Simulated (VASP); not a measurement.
# Cs (Pm-3m) in VASP: a series of runs

Runs on Cs. Level: PBE. Tasks: single point.

All numbers are computed with VASP 6.6.1; they aren't measurements. Logs are shortened: lines on timing, memory, paths and dates and some standing lists are left out, and cuts for length are marked.

**1. The cell of the first run**

Symmetry: Pm-3m, No. 221, cubic system. The conventional cell has a = 4.553 Å, b = 4.553 Å, c = 4.553 Å, α = 90.00°, β = 90.00°, γ = 90.00°.

This isn't the form of Cs at room conditions, which is bcc.

**2. Single point, PBE (94.40 Å³/atom)**

INCAR

```
  PREC = Accurate
  ENCUT = 520
  EDIFF = 1E-7
  ISMEAR = -1
  SIGMA = 0.08
  LREAL = F
  LASPH = T
  NELM = 60
  ALGO = Normal
  ISIF = 2
  LWAVE = F
  LCHARG = T
  GGA = PE
  LELF = T
  LVHAR = T
  NBANDS = 10
```

KPOINTS

```
regular mesh
0
Gamma
  8 8 8
```

POSCAR

```
Cs
1.0
    4.5533516343      0.0000000000      0.0000000000
    0.0000000000      4.5533516343      0.0000000000
    0.0000000000      0.0000000000      4.5533516343
Cs
1
Direct
    0.0000000000      0.0000000000      0.0000000000
```

Potentials or basis: VASP PAW PBE potentials, release 64 (Cs_sv).

On the command line:

```console
cat potpaw_PBE.64/Cs_sv/POTCAR > POTCAR
mpirun -np 1 vasp_std > vasp.out
```

OUTCAR:

```text
PREC = Accurate
   ENCUT = 520
   EDIFF = 1E-7
   ISMEAR = -1
   LREAL = F
   LASPH = T
   NELM = 60
   ISIF = 2
   GGA = PE

 ion  position               nearest neighbor table
   1  0.000  0.000  0.000-

  LATTYP: Found a simple cubic cell.
 ALAT       =     4.5533516343

  Lattice vectors:

 A1 = (   4.5533516343,   0.0000000000,   0.0000000000)
 A2 = (   0.0000000000,   4.5533516343,   0.0000000000)
 A3 = (   0.0000000000,   0.0000000000,   4.5533516343)

Analysis of symmetry for initial positions (statically):
=====================================================================
 Subroutine PRICEL returns:
 Original cell was already a primitive cell.

 Routine SETGRP: Setting up the symmetry group for a
 simple cubic supercell.

 Subroutine GETGRP returns: Found 48 space group operations
 (whereof 48 operations were pure point group operations)
 out of a pool of 48 trial point group operations.

The static configuration has the point symmetry O_h .

Analysis of symmetry for dynamics (positions and initial velocities):
=====================================================================
 Subroutine PRICEL returns:
 Original cell was already a primitive cell.

 Routine SETGRP: Setting up the symmetry group for a
 simple cubic supercell.

 Subroutine GETGRP returns: Found 48 space group operations
 (whereof 48 operations were pure point group operations)
 out of a pool of 48 trial point group operations.

The dynamic configuration has the point symmetry O_h .

 Subroutine INISYM returns: Found 48 space group operations
 (whereof 48 operations are pure point group operations),
 and found     1 'primitive' translations

----------------------------------------------------------------------------------------

                                     Primitive cell

  volume of cell :      94.4047

  direct lattice vectors                    reciprocal lattice vectors
     4.553351634  0.000000000  0.000000000     0.219618444  0.000000000  0.000000000
     0.000000000  4.553351634  0.000000000     0.000000000  0.219618444  0.000000000
     0.000000000  0.000000000  4.553351634     0.000000000  0.000000000  0.219618444

  length of vectors
     4.553351634  4.553351634  4.553351634     0.219618444  0.219618444  0.219618444

  position of ions in fractional coordinates (direct lattice)
     0.000000000  0.000000000  0.000000000

  ion indices of the primitive-cell ions
   primitive index   ion index
                 1           1

----------------------------------------------------------------------------------------

 KPOINTS: regular mesh

Automatic generation of k-mesh.
 Grid dimensions read from file:
 generate k-points for:    8    8    8

 Generating k-lattice:

  Cartesian coordinates                     Fractional coordinates (reciprocal lattice)
     0.027452305  0.000000000  0.000000000     0.125000000  0.000000000  0.000000000
     0.000000000  0.027452305  0.000000000     0.000000000  0.125000000  0.000000000
     0.000000000  0.000000000  0.027452305     0.000000000  0.000000000  0.125000000

  Length of vectors
     0.027452305  0.027452305  0.027452305

  Shift w.r.t. Gamma in fractional coordinates (k-lattice)
     0.000000000  0.000000000  0.000000000

 Subroutine IBZKPT returns following result:
 ===========================================

 Found     35 irreducible k-points:

 Following reciprocal coordinates:
            Coordinates               Weight
  0.000000  0.000000  0.000000      1.000000
  0.125000  0.000000  0.000000      6.000000
  0.250000  0.000000  0.000000      6.000000
  0.375000  0.000000  0.000000      6.000000
  0.500000  0.000000  0.000000      3.000000
  0.125000  0.125000  0.000000     12.000000
[... 16 lines left out ...]
  0.375000  0.375000  0.125000     24.000000
  0.500000  0.375000  0.125000     24.000000
 [... further k-points ...]
   k-points           NKPTS =     35   k-points in BZ     NKDIM =     35   number of bands    NBANDS=     10
   number of dos      NEDOS =    301   number of ions     NIONS =      1
   total plane-waves  NPLWV =  46656
   dimension x,y,z NGX =    36 NGY =   36 NGZ =   36
   dimension x,y,z NGXF=    72 NGYF=   72 NGZF=   72
   ions per type =               1
   NGX,Y,Z   is equivalent  to a cutoff of  13.14, 13.14, 13.14 a.u.
   NGXF,Y,Z  is equivalent  to a cutoff of  26.29, 26.29, 26.29 a.u.
 SYSTEM =  unknown system
   PREC   = accura    normal or accurate (medium, high low for compatibility)
   ISTART =      0    job   : 0-new  1-cont  2-samecut
   ICHARG =      2    charge: 1-file 2-atom 10-const
   ISPIN  =      1    spin polarized calculation?
   LNONCOLLINEAR =      F non collinear calculations
   LSORBIT =      F    spin-orbit coupling
   LASPH  =      T    aspherical Exc in radial PAW
   ENCUT  =  520.0 eV  38.22 Ry    6.18 a.u.   8.47  8.47  8.47*2*pi/ulx,y,z
   NELM   =     60;   NELMIN=  2; NELMDL= -5     # of ELM steps
   EDIFF  = 0.1E-06   stopping-criterion for ELM
   LREAL  =      F    real-space projection
   EDIFFG = 0.1E-05   stopping-criterion for IOM
   NSW    =      0    number of steps for IOM
   IBRION =     -1    ionic relax: 0-MD 1-quasi-New 2-CG
   NFREE  =      0    steps in history (QN), initial steepest desc. (CG)
   ISIF   =      2    stress and relaxation
   ISYM   =      2    0-nonsym 1-usesym 2-fastsym
   POTIM  = 0.5000    time-step for ionic-motion
   TEBEG  =    0.0;   TEEND  =   0.0 temperature during run
   PSTRESS=    0.0 pullay stress
   NELECT =       9.0000    total number of electrons
   NUPDOWN=      -1.0000    fix difference up-down
   EMIN   =  10.00;   EMAX   =-10.00  energy-range for DOS
   EFERMI =   0.00;   METHOD = LEGACY
   ISMEAR =    -1;   SIGMA  =   0.08  broadening in eV -4-tet -1-fermi 0-gaus
   EFERMI_NEDOS =   21; number of points for ismear=-14 and -15
   IALGO  =     38    algorithm
   IMIX   =      4    mixing-type and parameters
     AMIX     =   0.40;   BMIX     =  1.00
     AMIX_MAG =   1.60;   BMIX_MAG =  1.00
  volume/ion in A,a.u.               =      94.40       637.07
  Fermi-wavevector in a.u.,A,eV,Ry     =   0.747867  1.413264  7.609811  0.559305
  Thomas-Fermi vector in A             =   1.844022
   LORBIT       =      0    0 simple, 1 ext, 2 COOP (PROOUT), +10 PAW based schemes
   GGA     = PE    functional components
   LHFCALC =     F    Hartree Fock is set to
   AEXX    =    0.0000 exact exchange contribution
   IVDW    =     0    specifies the selected vdW correction
   LEPSILON=     F    determine dielectric tensor
   LRPA    =     F    only Hartree local field effects (RPA)
 non-spin polarized calculation
  energy-cutoff  :      520.00
  volume of cell :       94.40
 maximum number of plane-waves:      2560
 NGX is ok and might be reduce to    36
   NGX = 17   NGY = 17   NGZ = 17

 number of electron       9.0000001 magnetization

 Free energy of the ion-electron system (eV)
  ---------------------------------------------------
  ext. energy  EPLUGINS =         0.00000000
  ---------------------------------------------------
  free energy    TOTEN  =        -0.70663470 eV

  energy without entropy =       -0.67320871  energy(sigma->0) =       -0.68992170

 E-fermi :   1.0190     XC(G=0):  -5.9260

 val. band max:        0.9724800752   @ k =   0.3750   0.2500   0.1250
 cond. band min:       1.0218894653   @ k =   0.5000   0.5000   0.0000
 fundamental gap:      0.0494093901
 Fermi energy:         1.0189812917

 k-point     1 :       0.0000    0.0000    0.0000
  band No.  band energies     occupation
      1     -22.9630      2.00000
      2      -9.6079      2.00000
      3      -9.6079      2.00000
      4      -9.6079      2.00000
      5      -0.8337      2.00000
      6       2.2638      0.00000
      7       2.2638      0.00000
      8       6.0063      0.00000
      9       6.0063      0.00000
     10       6.0063      0.00000

 k-point     2 :       0.1250    0.0000    0.0000
  band No.  band energies     occupation
      1     -22.9598      2.00000
      2      -9.6679      2.00000
      3      -9.6027      2.00000
      4      -9.6027      2.00000
      5      -0.6677      2.00000
      6       2.3272      0.00000
      7       2.3650      0.00000
      8       5.4570      0.00000
      9       5.4570      0.00000
     10       6.0363      0.00000

 k-point     3 :       0.2500    0.0000    0.0000
  band No.  band energies     occupation
      1     -22.9519      2.00000
      2      -9.8072      2.00000
      3      -9.5902      2.00000
      4      -9.5902      2.00000
      5      -0.2206      2.00000
      6       2.4443      0.00000
      7       2.4959      0.00000
      8       4.7682      0.00000
      9       4.7682      0.00000
     10       5.7796      0.00000

 k-point     4 :       0.3750    0.0000    0.0000
  band No.  band energies     occupation
      1     -22.9440      2.00000
      2      -9.9396      2.00000
      3      -9.5777      2.00000
      4      -9.5777      2.00000
      5       0.3935      1.99920
      6       2.0717      0.00000
      7       2.6948      0.00000
      8       4.3087      0.00000
      9       4.3087      0.00000
     10       6.2072      0.00000

 k-point     5 :       0.5000    0.0000    0.0000
  band No.  band energies     occupation
      1     -22.9407      2.00000
      2      -9.9926      2.00000
      3      -9.5724      2.00000
      4      -9.5724      2.00000
      5       0.8647      1.74626
      6       1.6206      0.00108
      7       2.7897      0.00000
      8       4.1495      0.00000
      9       4.1495      0.00000
     10       6.2260      0.00000

 k-point     6 :       0.1250    0.1250    0.0000
  band No.  band energies     occupation
      1     -22.9566      2.00000
      2      -9.6659      2.00000
      3      -9.6584      2.00000
      4      -9.5976      2.00000
      5      -0.5041      2.00000
      6       2.4001      0.00000
      7       2.4648      0.00000
      8       4.8478      0.00000
      9       5.3502      0.00000
     10       5.7222      0.00000
[... 183 lines left out ...]
 k-point    21 :       0.3750    0.2500    0.1250
  band No.  band energies     occupation
      1     -22.9300      2.00000
      2      -9.9054      2.00000
      3      -9.7607      2.00000
      4      -9.6161      2.00000
      5       0.9725      1.28272
      6       2.1822      0.00000
      7       3.1078      0.00000
      8       3.6393      0.00000
      9       4.4535      0.00000
     10       4.7828      0.00000

 k-point    22 :       0.5000    0.2500    0.1250
  band No.  band energies     occupation
      1     -22.9268      2.00000
      2      -9.9566      2.00000
      3      -9.7540      2.00000
      4      -9.6106      2.00000
      5       1.3780      0.02226
      6       1.7636      0.00018
      7       3.2242      0.00000
      8       3.4201      0.00000
      9       4.7748      0.00000
     10       4.7833      0.00000

 k-point    23 :       0.3750    0.3750    0.1250
  band No.  band energies     occupation
      1     -22.9223      2.00000
      2      -9.8896      2.00000
      3      -9.8830      2.00000
      4      -9.6031      2.00000
      5       1.1640      0.28052
      6       2.2458      0.00000
      7       3.1753      0.00000
      8       3.5724      0.00000
      9       4.6183      0.00000
     10       4.8131      0.00000

 k-point    24 :       0.5000    0.3750    0.1250
  band No.  band energies     occupation
      1     -22.9191      2.00000
      2      -9.9367      2.00000
      3      -9.8784      2.00000
      4      -9.5978      2.00000
      5       1.1966      0.19599
      6       2.3375      0.00000
      7       3.1481      0.00000
      8       3.4542      0.00000
      9       4.7910      0.00000
     10       4.9814      0.00000

 [... further k-points ...]

------------------------ aborting loop because EDIFF is reached ----------------------------------------

  FORCE on cell =-STRESS in cart. coord.  units (eV):
  Direction    XX          YY          ZZ          XY          YZ          ZX
  --------------------------------------------------------------------------------------
  -------------------------------------------------------------------------------------
  Total        0.4292428      0.4292428      0.4292428     -0.0000000     -0.0000000     -0.0000000
  in kB        7.2848398      7.2848398      7.2848398     -0.0000000     -0.0000000     -0.0000000
  external PRESSURE =       7.2848398 kB  Pullay stress =       0.0000000 kB

 VOLUME and BASIS-vectors are now :
 -----------------------------------------------------------------------------
  energy-cutoff  :      520.00
  volume of cell :       94.40
      direct lattice vectors                 reciprocal lattice vectors
     4.553351634  0.000000000  0.000000000     0.219618444  0.000000000  0.000000000
     0.000000000  4.553351634  0.000000000     0.000000000  0.219618444  0.000000000
     0.000000000  0.000000000  4.553351634     0.000000000  0.000000000  0.219618444

 POSITION                                       TOTAL-FORCE (eV/Angst)
 -----------------------------------------------------------------------------------
      0.00000      0.00000      0.00000         0.000000      0.000000      0.000000
 -----------------------------------------------------------------------------------
    total drift:                                0.000000      0.000000     -0.000000

  FREE ENERGIE OF THE ION-ELECTRON SYSTEM (eV)
  ---------------------------------------------------
  free  energy   TOTEN  =        -0.7066346976 eV

  energy  without entropy=       -0.6732087116  energy(sigma->0) =       -0.68992170
```

Wall time 31 s (1 thread of Intel Xeon Platinum 8259CL at 2.50GHz (Skylake/Cascade Lake), shared host); peak memory 0.2 GiB.

What came out:

- Free energy: -0.7066 eV
- Pressure: 0.7 GPa
- Band gap on the k mesh: zero (an odd number of electrons rules out a gap without spin polarisation)

Caveat: spin-orbit coupling is left out, which moves the levels of the heavy elements.

**3. Single point, PBE (106.99 Å³/atom)**

This run uses another cell than the first one, of 106.99 Å³/atom.

INCAR

```
SYSTEM = Cs
  PREC = Accurate
  ENCUT = 520
  EDIFF = 1E-6
  ISMEAR = -1
  SIGMA = 0.08
  LREAL = .FALSE.
  LASPH = .TRUE.
  NELM = 80
  ALGO = Normal
  ISIF = 2
  LWAVE = .FALSE.
  LCHARG = .FALSE.
  GGA = PE
  NBANDS = 10
```

KPOINTS

```
regular mesh
0
G
  8 8 8
  0 0 0
```

POSCAR

```
Cs
1.0
    4.7473408126      0.0000000000      0.0000000000
    0.0000000000      4.7473408126      0.0000000000
    0.0000000000      0.0000000000      4.7473408126
Cs
1
Direct
    0.0000000000      0.0000000000      0.0000000000
```

Potentials or basis: VASP PAW PBE potentials, release 64 (Cs_sv).

On the command line:

```console
cat potpaw_PBE.64/Cs_sv/POTCAR > POTCAR
mpirun -np 1 vasp_std > vasp.out
```

OUTCAR:

```text
SYSTEM = Cs
   PREC = Accurate
   ENCUT = 520
   EDIFF = 1E-6
   ISMEAR = -1
   LREAL = .FALSE.
   LASPH = .TRUE.
   NELM = 80
   ISIF = 2
   GGA = PE

 ion  position               nearest neighbor table
   1  0.000  0.000  0.000-

  LATTYP: Found a simple cubic cell.
 ALAT       =     4.7473408126

  Lattice vectors:

 A1 = (   4.7473408126,   0.0000000000,   0.0000000000)
 A2 = (   0.0000000000,   4.7473408126,   0.0000000000)
 A3 = (   0.0000000000,   0.0000000000,   4.7473408126)

[... 488 lines left out ...]
      9       4.1657      0.00000
     10       4.2928      0.00000

 [... further k-points ...]

------------------------ aborting loop because EDIFF is reached ----------------------------------------

  FORCE on cell =-STRESS in cart. coord.  units (eV):
  Direction    XX          YY          ZZ          XY          YZ          ZX
  --------------------------------------------------------------------------------------
  -------------------------------------------------------------------------------------
  Total        0.2441958      0.2441958      0.2441958      0.0000000      0.0000000     -0.0000000
  in kB        3.6567694      3.6567694      3.6567694      0.0000000      0.0000000     -0.0000000
  external PRESSURE =       3.6567694 kB  Pullay stress =       0.0000000 kB

 VOLUME and BASIS-vectors are now :
 -----------------------------------------------------------------------------
  energy-cutoff  :      520.00
  volume of cell :      106.99
      direct lattice vectors                 reciprocal lattice vectors
     4.747340813  0.000000000  0.000000000     0.210644241  0.000000000  0.000000000
     0.000000000  4.747340813  0.000000000     0.000000000  0.210644241  0.000000000
     0.000000000  0.000000000  4.747340813     0.000000000  0.000000000  0.210644241

 POSITION                                       TOTAL-FORCE (eV/Angst)
 -----------------------------------------------------------------------------------
      0.00000      0.00000      0.00000         0.000000      0.000000      0.000000
 -----------------------------------------------------------------------------------
    total drift:                                0.000000      0.000000     -0.000000

  FREE ENERGIE OF THE ION-ELECTRON SYSTEM (eV)
  ---------------------------------------------------
  free  energy   TOTEN  =        -0.7493914842 eV

  energy  without entropy=       -0.7225993462  energy(sigma->0) =       -0.73599542
```

stdout:

```text
POSCAR found type information on POSCAR Cs
 POSCAR found :  1 types and       1 ions
 scaLAPACK will be used
 LDA part: xc-table for (Slater+PW92), standard interpolation
 POSCAR, INCAR and KPOINTS ok, starting setup
 FFT: planning ... GRIDC
 FFT: planning ... GRID_SOFT
 FFT: planning ... GRID
 WAVECAR not read
 entering main loop
```

Run time: 26 s. Hardware: 1 thread of Intel Xeon Platinum 8259CL at 2.50GHz (Skylake/Cascade Lake), shared host; peak memory 0.21 GiB.

What came out:

```yaml
Free_energy: -0.7494 eV
Pressure: 0.4 GPa
Band_gap_on_the_k_mesh: zero (an odd number of electrons rules out a gap without spin polarisation)
```

Levels at points of the mesh, in eV from the Fermi level:
| k point | band 2 | band 3 | band 4 | band 5 | band 6 | band 7 |
| --- | --- | --- | --- | --- | --- | --- |
| (0.00, 0.00, 0.00) | -10.70 | -10.70 | -10.70 | -1.75 | 1.29 | 1.29 |
| (0.50, 0.00, 0.00) | -10.97 | -10.68 | -10.68 | -0.19 | 0.49 | 1.76 |
| (0.50, 0.50, 0.00) | -10.93 | -10.93 | -10.66 | 0.16 | 1.27 | 2.30 |
| (0.50, 0.50, 0.50) | -10.90 | -10.90 | -10.90 | 0.98 | 0.98 | 0.98 |

Caveat: spin-orbit coupling is left out, which moves the levels of the heavy elements.
